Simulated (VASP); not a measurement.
A run of VASP 6.6.1 is set up as follows.

File INCAR:

```
ALGO = Normal
EDIFF = 1E-7
ENCUT = 520
GGA = PE
ISIF = 2
ISMEAR = -1
LASPH = T
LCHARG = T
LELF = T
LREAL = Auto
LVHAR = T
LWAVE = F
NBANDS = 87
NELECT = 128.0
NELM = 100
PREC = Accurate
SIGMA = 0.01
```

File KPOINTS:

```
k-points
0
Gamma
  1 1 1
```

POSCAR

```
Al16N15F
1.0
    6.2595139128      0.0000000578      0.0000000000
   -3.1297570064      5.4208980350      0.0000000000
    0.0000000000      0.0000000000     10.0348065929
Al N F
16 15 1
Direct
    0.3321449707      0.1666347929      0.2487692977
    0.1662812502      0.3327399078      0.5039527695
    0.3317096125      0.1672798311      0.7529895798
    0.1661043326      0.3326623928      1.0014647394
    0.3323064059      0.6633573176      0.2488211709
    0.1931118073      0.8464377552      0.5079039196
    0.3314308579      0.6615974116      0.7528725241
    0.1758473066      0.8376985784      0.9980288717
    0.8355225782      0.1666142332      0.2488411817
    0.6527196838      0.3060395094      0.5079104027
    0.8371777090      0.1672122592      0.7528558206
    0.6612287445      0.3230315432      0.9979419256
    0.8334825185      0.6652515258      0.1998816026
    0.6537273509      0.8452340605      0.5082618995
    0.8335132434      0.6653024598      0.7573047509
    0.6618209893      0.8369620478      0.9979192437
    0.3317987258      0.1672216250      0.4408074000
    0.1675851393      0.3312294911      0.1916655519
    0.3310449457      0.1677415268      0.9405617770
    0.1678633091      0.3308798674      0.6906482076
    0.3315381568      0.6658663576      0.4406713403
    0.1723139766      0.8336942374      0.1912541695
    0.3311478280      0.6658661390      0.9403089032
    0.1653084391      0.8297971396      0.6913304964
    0.8330701825      0.1673447804      0.4406915637
    0.6649367233      0.3263661769      0.1911837268
    0.8328740106      0.1674862905      0.9402384129
    0.6692530895      0.3335160259      0.6913706688
    0.6657421144      0.8333778860      0.1911426069
    0.8319222643      0.6668763535      0.9497765728
    0.6691269434      0.8291242365      0.6914030844
    0.8319791909      0.6667542545      0.4515929572
```

Potentials or basis: VASP PAW PBE potentials, release 64 (Al, N, F).

Run with:

```sh
$ cat potpaw_PBE.64/Al/POTCAR potpaw_PBE.64/N/POTCAR potpaw_PBE.64/F/POTCAR > POTCAR
$ mpirun -np 1 vasp_gam > vasp.out
```

**Question.** Predict the largest force.

**Answer.** 0.838 eV/Å.

Forces in eV/Å, atoms in the order of the input:
```
Al   0.134 -0.081 -0.323
Al  -0.084  0.044 -0.461
Al   0.051 -0.035 -0.420
Al  -0.120  0.069 -0.496
Al   0.118 -0.023 -0.335
Al   0.104  0.089 -0.332
Al   0.092 -0.109 -0.428
Al  -0.233 -0.024 -0.363
Al   0.077 -0.089 -0.335
Al  -0.031 -0.140 -0.333
Al   0.139 -0.034 -0.431
Al  -0.103  0.202 -0.357
Al   0.172 -0.100 -0.261
Al  -0.238  0.127 -0.449
Al   0.114 -0.064 -0.492
Al  -0.020  0.009 -0.369
N    0.162 -0.088  0.385
N   -0.186  0.112  0.519
N    0.297 -0.165  0.367
N   -0.185  0.108  0.517
N    0.190  0.003  0.423
N   -0.449 -0.085  0.087
N    0.210  0.024  0.400
N   -0.183  0.083  0.477
N    0.095 -0.159  0.424
N   -0.140  0.441  0.088
N    0.086 -0.183  0.405
N   -0.171  0.117  0.474
N    0.030 -0.034  0.151
N    0.184 -0.103  0.811
N   -0.137  0.103  0.471
F    0.026 -0.014  0.185
```

Caveat: the k points lie up to 1.16 Å⁻¹ apart; the cell carries a net charge on a neutralising background, which shifts energy and pressure.
